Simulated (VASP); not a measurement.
# BeTe (I-4m2) in VASP: notebook

BeTe is run at these levels: LDA; tasks: single point.

Everything below comes from runs of VASP 6.6.1. Logs are shortened: lines on timing, memory, paths and dates and some standing lists are left out, and cuts for length are marked.

## (1) The cell of the first run

The structure is tetragonal, space group I-4m2 (No. 119). The conventional cell has a = 3.888 Å, b = 3.888 Å, c = 5.588 Å, α = 90.00°, β = 90.00°, γ = 90.00°. Be (site symmetry -4m2) has 4 Te at 2.39 Å within 3.2 Å. Te (site symmetry -4m2) has 4 Be at 2.39 Å within 3.2 Å.

## (2) Single point, LDA (in-plane strain -0.01)

The input, INCAR:

```
SYSTEM = BeTe
PREC = Accurate
ENCUT = 520
EDIFF = 1E-6
ISMEAR = 0
SIGMA = 0.01
LREAL = .FALSE.
LASPH = .TRUE.
NELM = 100
ALGO = Normal
ISIF = 2
LWAVE = .FALSE.
LCHARG = .TRUE.
LELF = .TRUE.
LVHAR = .TRUE.
NBANDS = 11
```

The input, KPOINTS:

```
Automatic mesh
0
G
  8 8 8
  0 0 0
```

The input, POSCAR:

```
BeTe
1.0
    2.7494527144      2.7494527144      0.0000000000
   -2.7494527144      2.7494527144      0.0000000000
    0.0000000000      2.7494527144      2.7938883138
Be Te
1 1
Direct
    0.0000000000      0.0000000000      0.0000000000
    0.7500000000      0.2500000000      0.5000000000
```

Potentials or basis: VASP PAW LDA potentials, release 64 (Be, Te).

On the command line:

```console
$ cat potpaw_LDA.64/Be/POTCAR potpaw_LDA.64/Te/POTCAR > POTCAR
$ mpirun -np 1 vasp_std > vasp.out
```

OUTCAR:

```text
SYSTEM = BeTe
   PREC = Accurate
   ENCUT = 520
   EDIFF = 1E-6
   ISMEAR = 0
   LREAL = .FALSE.
   LASPH = .TRUE.
   NELM = 100
   ISIF = 2

 ion  position               nearest neighbor table
   1  0.000  0.000  0.000-   2 2.39   2 2.39   2 2.39   2 2.39
   2  0.750  0.250  0.500-   1 2.39   1 2.39   1 2.39   1 2.39

  LATTYP: Found a body centered tetragonal cell.
 ALAT       =     3.8883133178
 C/A-ratio  =     1.4370695391

  Lattice vectors:

 A1 = (   2.7494527144,   0.0000000000,  -2.7938883138)
 A2 = (  -2.7494527144,   0.0000000000,  -2.7938883138)
 A3 = (   0.0000000000,   2.7494527144,   2.7938883138)

Analysis of symmetry for initial positions (statically):
=====================================================================
 Subroutine PRICEL returns:
 Original cell was already a primitive cell.

 Routine SETGRP: Setting up the symmetry group for a
 body centered tetragonal supercell.

 Subroutine GETGRP returns: Found  8 space group operations
 (whereof  8 operations were pure point group operations)
 out of a pool of 16 trial point group operations.

The static configuration has the point symmetry D_2d.

Analysis of symmetry for dynamics (positions and initial velocities):
=====================================================================
 Subroutine PRICEL returns:
 Original cell was already a primitive cell.

 Routine SETGRP: Setting up the symmetry group for a
 body centered tetragonal supercell.

 Subroutine GETGRP returns: Found  8 space group operations
 (whereof  8 operations were pure point group operations)
 out of a pool of 16 trial point group operations.

The dynamic configuration has the point symmetry D_2d.

 Subroutine INISYM returns: Found  8 space group operations
 (whereof  8 operations are pure point group operations),
 and found     1 'primitive' translations

----------------------------------------------------------------------------------------

                                     Primitive cell

  volume of cell :      42.2407

  direct lattice vectors                    reciprocal lattice vectors
     2.749452714  2.749452714  0.000000000     0.181854373  0.181854373 -0.178962057
    -2.749452714  2.749452714  0.000000000    -0.181854373  0.181854373 -0.178962057
     0.000000000  2.749452714  2.793888314     0.000000000  0.000000000  0.357924114

  length of vectors
     3.888313318  3.888313318  3.919859964     0.313320034  0.313320034  0.357924114

  position of ions in fractional coordinates (direct lattice)
     0.000000000  0.000000000  0.000000000
     0.750000000  0.250000000  0.500000000

  ion indices of the primitive-cell ions
   primitive index   ion index
                 1           1
                 2           2

----------------------------------------------------------------------------------------

 KPOINTS: Automatic mesh

Automatic generation of k-mesh.
 Grid dimensions read from file:
 generate k-points for:    8    8    8

 Generating k-lattice:

  Cartesian coordinates                     Fractional coordinates (reciprocal lattice)
     0.022731797  0.022731797 -0.022370257     0.125000000  0.000000000  0.000000000
    -0.022731797  0.022731797 -0.022370257     0.000000000  0.125000000  0.000000000
     0.000000000  0.000000000  0.044740514     0.000000000  0.000000000  0.125000000

  Length of vectors
     0.039165004  0.039165004  0.044740514

  Shift w.r.t. Gamma in fractional coordinates (k-lattice)
     0.000000000  0.000000000  0.000000000

 Subroutine IBZKPT returns following result:
 ===========================================

 Found     59 irreducible k-points:

 Following reciprocal coordinates:
            Coordinates               Weight
  0.000000  0.000000  0.000000      1.000000
  0.125000  0.000000  0.000000      8.000000
  0.250000  0.000000  0.000000      8.000000
  0.375000  0.000000 -0.000000      8.000000
  0.500000  0.000000  0.000000      4.000000
  0.125000  0.125000  0.000000      8.000000
[... 16 lines left out ...]
  0.250000  0.000000  0.125000      4.000000
  0.375000  0.000000  0.125000      8.000000
 [... further k-points ...]
   k-points           NKPTS =     59   k-points in BZ     NKDIM =     59   number of bands    NBANDS=     11
   number of dos      NEDOS =    301   number of ions     NIONS =      2
   total plane-waves  NPLWV =  27000
   dimension x,y,z NGX =    30 NGY =   30 NGZ =   30
   dimension x,y,z NGXF=    60 NGYF=   60 NGZF=   60
   ions per type =               1   1
   NGX,Y,Z   is equivalent  to a cutoff of  12.83, 12.83, 12.72 a.u.
   NGXF,Y,Z  is equivalent  to a cutoff of  25.65, 25.65, 25.45 a.u.
 SYSTEM =  BeTe
   PREC   = accura    normal or accurate (medium, high low for compatibility)
   ISTART =      0    job   : 0-new  1-cont  2-samecut
   ICHARG =      2    charge: 1-file 2-atom 10-const
   ISPIN  =      1    spin polarized calculation?
   LNONCOLLINEAR =      F non collinear calculations
   LSORBIT =      F    spin-orbit coupling
   LASPH  =      T    aspherical Exc in radial PAW
   ENCUT  =  520.0 eV  38.22 Ry    6.18 a.u.   7.23  7.23  7.29*2*pi/ulx,y,z
   NELM   =    100;   NELMIN=  2; NELMDL= -5     # of ELM steps
   EDIFF  = 0.1E-05   stopping-criterion for ELM
   LREAL  =      F    real-space projection
   EDIFFG = 0.1E-04   stopping-criterion for IOM
   NSW    =      0    number of steps for IOM
   IBRION =     -1    ionic relax: 0-MD 1-quasi-New 2-CG
   NFREE  =      0    steps in history (QN), initial steepest desc. (CG)
   ISIF   =      2    stress and relaxation
   ISYM   =      2    0-nonsym 1-usesym 2-fastsym
   POTIM  = 0.5000    time-step for ionic-motion
   TEBEG  =    0.0;   TEEND  =   0.0 temperature during run
   PSTRESS=    0.0 pullay stress
   NELECT =       8.0000    total number of electrons
   NUPDOWN=      -1.0000    fix difference up-down
   EMIN   =  10.00;   EMAX   =-10.00  energy-range for DOS
   EFERMI =   0.00;   METHOD = LEGACY
   ISMEAR =     0;   SIGMA  =   0.01  broadening in eV -4-tet -1-fermi 0-gaus
   EFERMI_NEDOS =   21; number of points for ismear=-14 and -15
   IALGO  =     38    algorithm
   IMIX   =      4    mixing-type and parameters
     AMIX     =   0.40;   BMIX     =  1.00
     AMIX_MAG =   1.60;   BMIX_MAG =  1.00
  volume/ion in A,a.u.               =      21.12       142.53
  Fermi-wavevector in a.u.,A,eV,Ry     =   0.940144  1.776614 12.025788  0.883870
  Thomas-Fermi vector in A             =   2.067526
   LORBIT       =      0    0 simple, 1 ext, 2 COOP (PROOUT), +10 PAW based schemes
   GGA     = CA    functional components
   LHFCALC =     F    Hartree Fock is set to
   AEXX    =    0.0000 exact exchange contribution
   IVDW    =     0    specifies the selected vdW correction
   LEPSILON=     F    determine dielectric tensor
   LRPA    =     F    only Hartree local field effects (RPA)
 non-spin polarized calculation
 Gauss-broadening in eV      SIGMA  =   0.01
  energy-cutoff  :      520.00
  volume of cell :       42.24
 maximum number of plane-waves:      1160
 NGX is ok and might be reduce to    30
   NGX = 15   NGY = 15   NGZ = 15

 number of electron       8.0000000 magnetization

 Free energy of the ion-electron system (eV)
  ---------------------------------------------------
  ext. energy  EPLUGINS =         0.00000000
  ---------------------------------------------------
  free energy    TOTEN  =        -8.72223068 eV

  energy without entropy =       -8.72223068  energy(sigma->0) =       -8.72223068

 E-fermi :   5.7115     XC(G=0):  -9.4870

 val. band max:        5.6172493305   @ k =   0.0000   0.0000   0.0000
 cond. band min:       7.2824919780   @ k =   0.5000   0.5000   0.0000
 fundamental gap:      1.6652426476
 Fermi energy:         5.7115318443

 k-point     1 :       0.0000    0.0000    0.0000
  band No.  band energies     occupation
      1      -7.1098      2.00000
      2       5.5234      2.00000
      3       5.6172      2.00000
      4       5.6172      2.00000
      5       9.1124      0.00000
      6       9.1124      0.00000
      7       9.1466      0.00000
      8       9.7233      0.00000
      9      13.8524      0.00000
     10      15.7671      0.00000
     11      16.1032      0.00000

 k-point     2 :       0.1250    0.0000    0.0000
  band No.  band energies     occupation
      1      -6.9509      2.00000
      2       4.1934      2.00000
      3       5.2869      2.00000
      4       5.3653      2.00000
      5       9.1561      0.00000
      6       9.4846      0.00000
      7       9.5065      0.00000
      8      10.9689      0.00000
      9      14.2494      0.00000
     10      14.7876      0.00000
     11      15.0169      0.00000

 k-point     3 :       0.2500    0.0000    0.0000
  band No.  band energies     occupation
      1      -6.5095      2.00000
      2       2.0699      2.00000
      3       4.7944      2.00000
      4       4.9050      2.00000
      5       8.9822      0.00000
      6      10.0324      0.00000
      7      10.0597      0.00000
      8      12.7974      0.00000
      9      14.4972      0.00000
     10      14.6646      0.00000
     11      14.6822      0.00000

 k-point     4 :       0.3750    0.0000   -0.0000
  band No.  band energies     occupation
      1      -5.9387      2.00000
      2       0.3780      2.00000
      3       4.4205      2.00000
      4       4.5568      2.00000
      5       8.8341      0.00000
      6      10.1210      0.00000
      7      10.2045      0.00000
      8      13.3004      0.00000
      9      15.4845      0.00000
     10      15.6968      0.00000
     11      15.7998      0.00000
[... 239 lines left out ...]
 k-point    22 :       0.0000    0.0000    0.1250
  band No.  band energies     occupation
      1      -6.9025      2.00000
      2       4.4076      2.00000
      3       4.8978      2.00000
      4       4.8978      2.00000
      5       8.7484      0.00000
      6      10.1437      0.00000
      7      10.1437      0.00000
      8      10.7211      0.00000
      9      13.4942      0.00000
     10      14.6875      0.00000
     11      16.3427      0.00000

 k-point    23 :       0.2500    0.0000    0.1250
  band No.  band energies     occupation
      1      -6.6921      2.00000
      2       3.1615      2.00000
      3       4.1517      2.00000
      4       5.3454      2.00000
      5       9.5498      0.00000
      6       9.5946      0.00000
      7      10.0908      0.00000
      8      11.7747      0.00000
      9      13.9468      0.00000
     10      14.7028      0.00000
     11      15.5834      0.00000

 k-point    24 :       0.3750    0.0000    0.1250
  band No.  band energies     occupation
      1      -6.1934      2.00000
      2       1.4618      2.00000
      3       3.4955      2.00000
      4       4.8832      2.00000
      5       9.5714      0.00000
      6      10.1825      0.00000
      7      10.4909      0.00000
      8      12.4463      0.00000
      9      13.9334      0.00000
     10      15.3538      0.00000
     11      16.8435      0.00000

 [... further k-points ...]
[... 5 lines left out ...]
  --------------------------------------------------------------------------------------
  -------------------------------------------------------------------------------------
  Total        0.4147571      0.4147571      0.1385777      0.0000000      0.0000000      0.0000000
  in kB       15.7315975     15.7315975      5.2562072      0.0000000      0.0000000      0.0000000
  external PRESSURE =      12.2398007 kB  Pullay stress =       0.0000000 kB

 VOLUME and BASIS-vectors are now :
 -----------------------------------------------------------------------------
  energy-cutoff  :      520.00
  volume of cell :       42.24
      direct lattice vectors                 reciprocal lattice vectors
     2.749452714  2.749452714  0.000000000     0.181854373  0.181854373 -0.178962057
    -2.749452714  2.749452714  0.000000000    -0.181854373  0.181854373 -0.178962057
     0.000000000  2.749452714  2.793888314     0.000000000  0.000000000  0.357924114

 POSITION                                       TOTAL-FORCE (eV/Angst)
 -----------------------------------------------------------------------------------
      0.00000      0.00000      0.00000         0.000000     -0.000000      0.000000
      1.37473      4.12418      1.39694        -0.000000      0.000000      0.000000
 -----------------------------------------------------------------------------------
    total drift:                               -0.000000      0.000000      0.000000

  FREE ENERGIE OF THE ION-ELECTRON SYSTEM (eV)
  ---------------------------------------------------
  free  energy   TOTEN  =        -8.7222306826 eV

  energy  without entropy=       -8.7222306826  energy(sigma->0) =       -8.72223068
```

Run time: 58 s. Hardware: 1 thread of AMD EPYC 7R13, shared host; peak memory 0.14 GiB.

Results:

| Property | Result |
| --- | --- |
| Free energy | -8.7222 eV |
| Pressure | 1.2 GPa |
| Band gap on the k mesh | 1.67 eV, indirect (least direct gap 3.50 eV) |

Caveat: the cell differs from its parent crystal (in-plane strain -0.01); spin-orbit coupling is left out, which moves the levels of the heavy elements. A k mesh can miss the band edges.

## (3) Single point, LDA (film at in-plane strain -0.01)

The input, INCAR:

```
SYSTEM = BeTe
PREC = Accurate
ENCUT = 520
EDIFF = 1E-7
ISMEAR = 0
SIGMA = 0.01
LREAL = .False.
LASPH = .True.
NELM = 100
ALGO = Normal
ISIF = 2
LWAVE = .False.
LCHARG = .False.
NBANDS = 11
```

The input, KPOINTS:

```
Automatic mesh
0
Gamma
  8 8 8
  0 0 0
```

Edit POSCAR of step 2 so:

```diff
@@ -4,3 +4,3 @@
    -2.7494527144      2.7494527144      0.0000000000
-    0.0000000000      2.7494527144      2.7938883138
+    0.0000000000      2.7494527144      2.7995830114
 Be Te
```

Potentials or basis: VASP PAW LDA potentials, release 64 (Be, Te).

On the command line:

```console
$ cat potpaw_LDA.64/Be/POTCAR potpaw_LDA.64/Te/POTCAR > POTCAR
$ mpirun -np 1 vasp_std > vasp.out
```

OUTCAR:

```text
SYSTEM = BeTe
   PREC = Accurate
   ENCUT = 520
   EDIFF = 1E-7
   ISMEAR = 0
   LREAL = .False.
   LASPH = .True.
   NELM = 100
   ISIF = 2

 ion  position               nearest neighbor table
   1  0.000  0.000  0.000-   2 2.40   2 2.40   2 2.40   2 2.40
   2  0.750  0.250  0.500-   1 2.40   1 2.40   1 2.40   1 2.40

  LATTYP: Found a body centered tetragonal cell.
 ALAT       =     3.8883133178
 C/A-ratio  =     1.4399986743

  Lattice vectors:

 A1 = (   2.7494527144,   0.0000000000,  -2.7995830114)
 A2 = (  -2.7494527144,   0.0000000000,  -2.7995830114)
 A3 = (   0.0000000000,   2.7494527144,   2.7995830114)

Analysis of symmetry for initial positions (statically):
=====================================================================
 Subroutine PRICEL returns:
 Original cell was already a primitive cell.

 Routine SETGRP: Setting up the symmetry group for a
 body centered tetragonal supercell.

 Subroutine GETGRP returns: Found  8 space group operations
 (whereof  8 operations were pure point group operations)
 out of a pool of 16 trial point group operations.

The static configuration has the point symmetry D_2d.

Analysis of symmetry for dynamics (positions and initial velocities):
[... 165 lines left out ...]
 Fermi energy:         5.6891408891

 k-point     1 :       0.0000    0.0000    0.0000
  band No.  band energies     occupation
      1      -7.1195      2.00000
      2       5.4913      2.00000
      3       5.5972      2.00000
      4       5.5972      2.00000
      5       9.0892      0.00000
      6       9.0892      0.00000
      7       9.1278      0.00000
      8       9.6834      0.00000
      9      13.8255      0.00000
     10      15.7159      0.00000
     11      16.0955      0.00000
[... 309 lines left out ...]
 k-point    24 :       0.3750    0.0000    0.1250
  band No.  band energies     occupation
      1      -6.2051      2.00000
      2       1.4435      2.00000
      3       3.4713      2.00000
      4       4.8703      2.00000
      5       9.5472      0.00000
      6      10.1593      0.00000
      7      10.4605      0.00000
      8      12.4128      0.00000
      9      13.9140      0.00000
     10      15.3169      0.00000
     11      16.8208      0.00000

 [... further k-points ...]
[... 5 lines left out ...]
  --------------------------------------------------------------------------------------
  -------------------------------------------------------------------------------------
  Total        0.3890267      0.3890267      0.0764133      0.0000000     -0.0000000      0.0000000
  in kB       14.7256400     14.7256400      2.8924360      0.0000000     -0.0000000      0.0000000
  external PRESSURE =      10.7812387 kB  Pullay stress =       0.0000000 kB

 VOLUME and BASIS-vectors are now :
 -----------------------------------------------------------------------------
  energy-cutoff  :      520.00
  volume of cell :       42.33
      direct lattice vectors                 reciprocal lattice vectors
     2.749452714  2.749452714  0.000000000     0.181854373  0.181854373 -0.178598026
    -2.749452714  2.749452714  0.000000000    -0.181854373  0.181854373 -0.178598026
     0.000000000  2.749452714  2.799583011     0.000000000  0.000000000  0.357196052

 POSITION                                       TOTAL-FORCE (eV/Angst)
 -----------------------------------------------------------------------------------
      0.00000      0.00000      0.00000         0.000000      0.000000      0.000000
      1.37473      4.12418      1.39979        -0.000000     -0.000000      0.000000
 -----------------------------------------------------------------------------------
    total drift:                               -0.000000      0.000000      0.000000

  FREE ENERGIE OF THE ION-ELECTRON SYSTEM (eV)
  ---------------------------------------------------
  free  energy   TOTEN  =        -8.7224506147 eV

  energy  without entropy=       -8.7224506147  energy(sigma->0) =       -8.72245061
```

OSZICAR:

```text
N       E                     dE             d eps       ncg     rms          rms(c)
DAV:   1     0.185807968668E+02    0.18581E+02   -0.33417E+03  1298   0.593E+02
DAV:   2    -0.784359429340E+01   -0.26424E+02   -0.25456E+02  1749   0.895E+01
DAV:   3    -0.893984518879E+01   -0.10963E+01   -0.10943E+01  1657   0.193E+01
DAV:   4    -0.895119534427E+01   -0.11350E-01   -0.11349E-01  1534   0.230E+00
DAV:   5    -0.895142304899E+01   -0.22770E-03   -0.22770E-03  1618   0.308E-01    0.458E+00
DAV:   6    -0.877911729449E+01    0.17231E+00   -0.19224E-01  1472   0.160E+00    0.266E+00
DAV:   7    -0.872323737785E+01    0.55880E-01   -0.14297E-01  1538   0.155E+00    0.490E-01
DAV:   8    -0.872238749126E+01    0.84989E-03   -0.68472E-03  1444   0.453E-01    0.120E-01
DAV:   9    -0.872244405572E+01   -0.56564E-04   -0.21817E-04  1610   0.942E-02    0.505E-02
DAV:  10    -0.872245090493E+01   -0.68492E-05   -0.24080E-05  1424   0.236E-02    0.184E-02
DAV:  11    -0.872245055062E+01    0.35430E-06   -0.12269E-06  1601   0.611E-03    0.976E-03
DAV:  12    -0.872245061473E+01   -0.64108E-07   -0.15989E-07  1493   0.246E-03
   1 F= -.87224506E+01 E0= -.87224506E+01  d E =-.413052E-41
```

stdout:

```text
POSCAR found type information on POSCAR BeTe
 POSCAR found :  2 types and       2 ions
 scaLAPACK will be used
 LDA part: xc-table for (Slater(with rela. corr.)+CA(PZ))
 , standard interpolation
 POSCAR, INCAR and KPOINTS ok, starting setup
 FFT: planning ... GRIDC
 FFT: planning ... GRID_SOFT
 FFT: planning ... GRID
 WAVECAR not read
 entering main loop
```

Wall time 65 s (1 thread of AMD EPYC 7R13, shared host); peak memory 0.14 GiB.

Results:

```yaml
Free_energy: -8.7225 eV
Pressure: 1.1 GPa
Band_gap_on_the_k_mesh: 1.66 eV, indirect (least direct gap 3.49 eV)
```

Caveat: the cell differs from its parent crystal (film at in-plane strain -0.01); spin-orbit coupling is left out, which moves the levels of the heavy elements.

(Continued in part 2 of 2.)
